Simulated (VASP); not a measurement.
# SiO2 (I-42d) in VASP: a series of runs, part 2 of 2

VASP 6.6.1. Earlier steps stand in the parts before.

## (5) Single point, PBEsol

This run uses another cell than the first one, of 15.47 Å³/atom, 1.073 times its volume.

The input, INCAR:

```
SYSTEM = SiO2
PREC = Accurate
ENCUT = 520
EDIFF = 1E-7
ISMEAR = 0
SIGMA = 0.01
LREAL = .FALSE.
LASPH = .TRUE.
NELM = 80
ALGO = Normal
ISIF = 2
LWAVE = .FALSE.
LCHARG = .TRUE.
GGA = PS
LELF = .TRUE.
LVHAR = .TRUE.
NBANDS = 25
```

The input, KPOINTS:

```
Automatic mesh
0
G
  6 6 6
  0 0 0
```

The input, POSCAR:

```
SiO2
1.0
   -2.4506846081      2.4506846081      3.8648567523
    2.4506846081     -2.4506846081      3.8648567523
    2.4506846081      2.4506846081     -3.8648567523
Si O
2 4
Direct
    0.0000000000      0.0000000000      0.0000000000
    0.7500000000      0.2500000000      0.5000000000
    0.9983800000      0.6250000000      0.8733800000
    0.3750000000      0.2483800000      0.3733800000
    0.7516200000      0.1250000000      0.1266200000
    0.8750000000      0.0016200000      0.6266200000
```

Potentials or basis: VASP PAW PBE potentials, release 64 (Si, O).

Launch:

```console
cat potpaw_PBE.64/Si/POTCAR potpaw_PBE.64/O/POTCAR > POTCAR
mpirun -np 1 vasp_std > vasp.out
```

OUTCAR:

```text
SYSTEM = SiO2
   PREC = Accurate
   ENCUT = 520
   EDIFF = 1E-7
   ISMEAR = 0
   LREAL = .FALSE.
   LASPH = .TRUE.
   NELM = 80
   ISIF = 2
   GGA = PS

 ion  position               nearest neighbor table
   1  0.000  0.000  0.000-   4 1.67   5 1.67   6 1.67   3 1.67   2 3.12   2 3.12   2 3.12   2 3.12

   2  0.750  0.250  0.500-   3 1.67   5 1.67   6 1.67   4 1.67   1 3.12   1 3.12   1 3.12   1 3.12

   3  0.998  0.625  0.873-   2 1.67   1 1.67
   4  0.375  0.248  0.373-   1 1.67   2 1.67
   5  0.752  0.125  0.127-   1 1.67   2 1.67
   6  0.875  0.002  0.627-   1 1.67   2 1.67

  LATTYP: Found a body centered tetragonal cell.
 ALAT       =     4.9013692162
 C/A-ratio  =     1.5770518734

  Lattice vectors:

 A1 = (  -2.4506846081,   2.4506846081,   3.8648567523)
 A2 = (   2.4506846081,  -2.4506846081,   3.8648567523)
 A3 = (   2.4506846081,   2.4506846081,  -3.8648567523)

Analysis of symmetry for initial positions (statically):
=====================================================================
 Subroutine PRICEL returns:
 Original cell was already a primitive cell.

 Routine SETGRP: Setting up the symmetry group for a
 body centered tetragonal supercell.

 Subroutine GETGRP returns: Found  8 space group operations
 (whereof  4 operations were pure point group operations)
 out of a pool of 16 trial point group operations.

The static configuration has the point symmetry S_4 .
 The point group associated with its full space group is D_2d.

Analysis of symmetry for dynamics (positions and initial velocities):
=====================================================================
 Subroutine PRICEL returns:
 Original cell was already a primitive cell.

 Routine SETGRP: Setting up the symmetry group for a
 body centered tetragonal supercell.

 Subroutine GETGRP returns: Found  8 space group operations
 (whereof  4 operations were pure point group operations)
 out of a pool of 16 trial point group operations.

The dynamic configuration has the point symmetry S_4 .
 The point group associated with its full space group is D_2d.

 Subroutine INISYM returns: Found  8 space group operations
 (whereof  4 operations are pure point group operations),
 and found     1 'primitive' translations

----------------------------------------------------------------------------------------

                                     Primitive cell

  volume of cell :      92.8471

  direct lattice vectors                    reciprocal lattice vectors
    -2.450684608  2.450684608  3.864856752     0.000000000  0.204024622  0.129370901
     2.450684608 -2.450684608  3.864856752     0.204024622  0.000000000  0.129370901
     2.450684608  2.450684608 -3.864856752     0.204024622  0.204024622  0.000000000

  length of vectors
     5.191226041  5.191226041  5.191226041     0.241584098  0.241584098  0.288534387

  position of ions in fractional coordinates (direct lattice)
     0.000000000  0.000000000  0.000000000
     0.750000000  0.250000000  0.500000000
     0.998380000  0.625000000  0.873380000
     0.375000000  0.248380000  0.373380000
     0.751620000  0.125000000  0.126620000
     0.875000000  0.001620000  0.626620000

  ion indices of the primitive-cell ions
[... 27 lines left out ...]
     0.000000000  0.000000000  0.000000000

 Subroutine IBZKPT returns following result:
 ===========================================

 Found     30 irreducible k-points:

 Following reciprocal coordinates:
            Coordinates               Weight
  0.000000  0.000000  0.000000      1.000000
  0.166667  0.000000 -0.000000      8.000000
  0.333333  0.000000  0.000000      8.000000
  0.500000  0.000000  0.000000      4.000000
  0.166667  0.166667  0.000000      8.000000
  0.333333  0.166667 -0.000000     16.000000
[... 16 lines left out ...]
 -0.333333 -0.333333  0.166667      8.000000
 -0.166667 -0.333333  0.166667      8.000000
 [... further k-points ...]
   k-points           NKPTS =     30   k-points in BZ     NKDIM =     30   number of bands    NBANDS=     25
   number of dos      NEDOS =    301   number of ions     NIONS =      6
   total plane-waves  NPLWV =  64000
   dimension x,y,z NGX =    40 NGY =   40 NGZ =   40
   dimension x,y,z NGXF=    80 NGYF=   80 NGZF=   80
   ions per type =               2   4
   NGX,Y,Z   is equivalent  to a cutoff of  12.81, 12.81, 12.81 a.u.
   NGXF,Y,Z  is equivalent  to a cutoff of  25.62, 25.62, 25.62 a.u.
 SYSTEM =  SiO2
   PREC   = accura    normal or accurate (medium, high low for compatibility)
   ISTART =      0    job   : 0-new  1-cont  2-samecut
   ICHARG =      2    charge: 1-file 2-atom 10-const
   ISPIN  =      1    spin polarized calculation?
   LNONCOLLINEAR =      F non collinear calculations
   LSORBIT =      F    spin-orbit coupling
   LASPH  =      T    aspherical Exc in radial PAW
   ENCUT  =  520.0 eV  38.22 Ry    6.18 a.u.   9.65  9.65  9.65*2*pi/ulx,y,z
   NELM   =     80;   NELMIN=  2; NELMDL= -5     # of ELM steps
   EDIFF  = 0.1E-06   stopping-criterion for ELM
   LREAL  =      F    real-space projection
   EDIFFG = 0.1E-05   stopping-criterion for IOM
   NSW    =      0    number of steps for IOM
   IBRION =     -1    ionic relax: 0-MD 1-quasi-New 2-CG
   NFREE  =      0    steps in history (QN), initial steepest desc. (CG)
   ISIF   =      2    stress and relaxation
   ISYM   =      2    0-nonsym 1-usesym 2-fastsym
   POTIM  = 0.5000    time-step for ionic-motion
   TEBEG  =    0.0;   TEEND  =   0.0 temperature during run
   PSTRESS=    0.0 pullay stress
   NELECT =      32.0000    total number of electrons
   NUPDOWN=      -1.0000    fix difference up-down
   EMIN   =  10.00;   EMAX   =-10.00  energy-range for DOS
   EFERMI =   0.00;   METHOD = LEGACY
   ISMEAR =     0;   SIGMA  =   0.01  broadening in eV -4-tet -1-fermi 0-gaus
   EFERMI_NEDOS =   21; number of points for ismear=-14 and -15
   IALGO  =     38    algorithm
   IMIX   =      4    mixing-type and parameters
     AMIX     =   0.40;   BMIX     =  1.00
     AMIX_MAG =   1.60;   BMIX_MAG =  1.00
  volume/ion in A,a.u.               =      15.47       104.43
  Fermi-wavevector in a.u.,A,eV,Ry     =   1.147807  2.169040 17.925134  1.317460
  Thomas-Fermi vector in A             =   2.284485
   LORBIT       =      0    0 simple, 1 ext, 2 COOP (PROOUT), +10 PAW based schemes
   GGA     = PS    functional components
   LHFCALC =     F    Hartree Fock is set to
   AEXX    =    0.0000 exact exchange contribution
   IVDW    =     0    specifies the selected vdW correction
   LEPSILON=     F    determine dielectric tensor
   LRPA    =     F    only Hartree local field effects (RPA)
 non-spin polarized calculation
 Gauss-broadening in eV      SIGMA  =   0.01
  energy-cutoff  :      520.00
  volume of cell :       92.85
 maximum number of plane-waves:      2532
 NGX is ok and might be reduce to    40
   NGX = 19   NGY = 19   NGZ = 19

 number of electron      31.9999994 magnetization

 Free energy of the ion-electron system (eV)
  ---------------------------------------------------
  ext. energy  EPLUGINS =         0.00000000
  ---------------------------------------------------
  free energy    TOTEN  =       -49.00666661 eV

  energy without entropy =      -49.00666661  energy(sigma->0) =      -49.00666661

 E-fermi :  -0.7283     XC(G=0):  -8.3138

 val. band max:       -0.7922839501   @ k =   0.0000   0.0000   0.0000
 cond. band min:       4.4937300364   @ k =   0.0000   0.0000   0.0000
 fundamental gap:      5.2860139865
 Fermi energy:        -0.7283179271

 k-point     1 :       0.0000    0.0000    0.0000
  band No.  band energies     occupation
      1     -19.3592      2.00000
      2     -17.4765      2.00000
      3     -17.4597      2.00000
      4     -17.4597      2.00000
      5      -9.3930      2.00000
      6      -5.8294      2.00000
[... 661 lines left out ...]
     24      11.4336      0.00000
     25      12.3692      0.00000

 [... further k-points ...]
[... 5 lines left out ...]
  --------------------------------------------------------------------------------------
  -------------------------------------------------------------------------------------
  Total       -6.4536877     -6.4536877     -7.8282983      0.0000000      0.0000000      0.0000000
  in kB     -111.3654020   -111.3654020   -135.0858028      0.0000000      0.0000000      0.0000000
  external PRESSURE =    -119.2722023 kB  Pullay stress =       0.0000000 kB

 VOLUME and BASIS-vectors are now :
 -----------------------------------------------------------------------------
  energy-cutoff  :      520.00
  volume of cell :       92.85
      direct lattice vectors                 reciprocal lattice vectors
    -2.450684608  2.450684608  3.864856752     0.000000000  0.204024622  0.129370901
     2.450684608 -2.450684608  3.864856752     0.204024622  0.000000000  0.129370901
     2.450684608  2.450684608 -3.864856752     0.204024622  0.204024622  0.000000000

 POSITION                                       TOTAL-FORCE (eV/Angst)
 -----------------------------------------------------------------------------------
      0.00000      0.00000      0.00000         0.000000     -0.000000     -0.000000
     -0.00000      2.45068      1.93243         0.000000     -0.000000     -0.000000
      1.22534      3.05542      2.89864         0.000000     -1.038335      0.000000
      0.60473      1.22534      0.96621        -1.038335     -0.000000      0.000000
     -1.22534      1.84595      2.89864         0.000000      1.038335      0.000000
     -0.60473      3.67603      0.96621         1.038335     -0.000000      0.000000
 -----------------------------------------------------------------------------------
    total drift:                               -0.000003     -0.000003     -0.000004

  FREE ENERGIE OF THE ION-ELECTRON SYSTEM (eV)
  ---------------------------------------------------
  free  energy   TOTEN  =       -49.0066666108 eV

  energy  without entropy=      -49.0066666108  energy(sigma->0) =      -49.00666661
```

Run time: 92 s. Hardware: 1 thread of AMD EPYC 9R14 (Zen 4), shared host; peak memory 0.21 GiB.

What came out:

```yaml
Free_energy: -49.0067 eV
Pressure: -11.9 GPa
Largest_force: 1.038 eV/Å
Band_gap_on_the_k_mesh: 5.29 eV, direct
```

Forces on the atoms (eV/Å):
```
Si   0.000  0.000  0.000
Si   0.000  0.000  0.000
O    0.000 -1.038  0.000
O   -1.038  0.000  0.000
O    0.000  1.038  0.000
O    1.038  0.000  0.000
```

Caveat: the PAW data sets were made with another functional, which shifts forces and pressure a little. Expect the measured gap to be larger: semilocal functionals such as PBEsol lack the derivative discontinuity.

## (6) Overview

```csv
cell,gap on the mesh (eV),pressure (GPa),largest force (eV/Å)
"a = 5.070 Å, angles 123.7, 123.7, 83.8°, 6 atoms",5.81,-2.4,0.28
"a = 5.111 Å, angles 123.7, 123.7, 83.8°, 6 atoms",5.63,-6.0,0.56
"a = 5.152 Å, angles 123.7, 123.7, 83.8°, 6 atoms",5.46,-9.2,0.81
"a = 5.191 Å, angles 123.7, 123.7, 83.8°, 6 atoms",5.29,-11.9,1.04
```

Alike in all rows: task single point; level PBEsol; potentials or basis VASP PAW PBE potentials, release 64 (Si, O); no spin polarisation; k mesh 6 × 6 × 6; cutoff (eV) 520; smearing gaussian 0.01 eV.

Caveats: the PAW data sets were made with another functional, which shifts forces and pressure a little.

Total energies depend on the potentials used, so only differences within one code and one set of settings carry meaning.
